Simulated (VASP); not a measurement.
Runs of VASP 6.6.1 on Be. The structure is that of space group Im-3m (No. 229), or close to it. The cells are those of the table. This isn't the form of Be at room conditions, which is hcp.

```tsv
task	cell	cutoff (eV)	gap on the mesh (eV)	pressure (GPa)
relaxation of cell and atoms	relaxed to 140 GPa from a = 1.831 Å, angles 109.5°, 1 atom	600	none	140.0
relaxation of cell and atoms	relaxed to 140 GPa from a = 1.830 Å, angles 109.5°, 1 atom	600	none	140.0
single point	a = 1.830 Å, angles 109.5°, 1 atom	520	none	142.2
single point	a = 1.831 Å, angles 109.5°, 1 atom	520	none	(a)
```

Alike in all rows: level PBEsol; potentials or basis VASP PAW PBE potentials, release 64 (Be); no spin polarisation; k mesh 25 × 25 × 25; smearing fermi-dirac 0.05 eV.

Problem. Fill in the values left out.

Solution. (a) 141.5.

Caveats: the PAW data sets were made with another functional, which shifts forces and pressure a little; the cell is relaxed towards a set pressure, so the run minimises the enthalpy, not the energy (at least some runs); the cell stands under pressure (at least some runs).

A gap of «none» marks levels without a gap at the run's occupations.
